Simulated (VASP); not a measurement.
A run of VASP 6.6.1:

Contents of INCAR:

```
SYSTEM = As
PREC = Accurate ; ENCUT = 500
EDIFF = 1E-6 ; ISMEAR = -1
SIGMA = 0.1 ; LREAL = .False.
LASPH = .True. ; NELM = 120
ALGO = Normal ; ISIF = 2
LWAVE = .False. ; LCHARG = .False.
GGA = PE ; NBANDS = 18
GGA_COMPAT = .False.
```

The input KPOINTS:

```
regular mesh
0
Gamma
  10 10 8
  0 0 0
```

The input POSCAR:

```
As
1.0
    1.8276904515     -5.6291402903      0.0000000000
    1.8276904515      5.6291402903      0.0000000000
    0.0000000000      0.0000000000      4.6060071711
As
4
Direct
    0.1059894032      0.8940105968      0.9312775131
    0.6059894032      0.3940105968      0.5687224869
    0.8940105968      0.1059894032      0.0687224869
    0.3940105968      0.6059894032      0.4312775131
```

Potentials or basis: VASP PAW PBE potentials, release 64 (As).

The run is started by

```sh
$ cat potpaw_PBE.64/As/POTCAR > POTCAR
$ mpirun -np 1 vasp_std > vasp.out
```

Hardware: 1 thread of Intel(R) Xeon(R) Platinum 8559C (Emerald Rapids), with other jobs on the host.

Q: Estimate the wall time of this run.

A: Wall time 2.4 min on 1 thread of Intel(R) Xeon(R) Platinum 8559C (Emerald Rapids), with other jobs on the host, peak memory 0.38 GiB. Counts: scf iterations 12, k points 155.
